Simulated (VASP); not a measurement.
**Cu: single point with LDA**

Crystal: Cu.

```
Cu
1.0
     0.00000    1.75981    1.75981
     1.75981    0.00000    1.75981
     1.75981    1.75981    0.00000
Cu
1
Cartesian
  0.0000 0.0000 0.0000
```

| Property | Result |
| --- | --- |
| Program | VASP 6.6.1 |
| Task | single point |
| Functional | LDA |
| Potentials or basis | VASP PAW LDA potentials, release 64 (Cu_sv_GW) |
| Cutoff | 700 eV |
| k mesh | 10 × 10 × 10 |
| Occupations | gaussian, width 0.1 eV |
| Spin | no spin polarisation |

| Quantity | Value |
| --- | --- |
| Pressure | -4.3 GPa |

Levels at points of the mesh, in eV from the Fermi level:
| k point | band 8 | band 9 | band 10 | band 11 | band 12 | band 13 |
| --- | --- | --- | --- | --- | --- | --- |
| (0.00, 0.00, 0.00) | -3.20 | -2.24 | -2.24 | 23.46 | 26.54 | 26.54 |
| (0.50, 0.00, 0.00) | -1.59 | -1.59 | -1.15 | 4.26 | 21.92 | 23.28 |
| (0.50, 0.50, 0.00) | -1.43 | -1.43 | 1.50 | 7.80 | 13.72 | 13.72 |

Run time: 5.5 s on 1 thread of Intel(R) Xeon(R) 6975P-C (Granite Rapids) (shared host), peak memory 0.14 GiB.
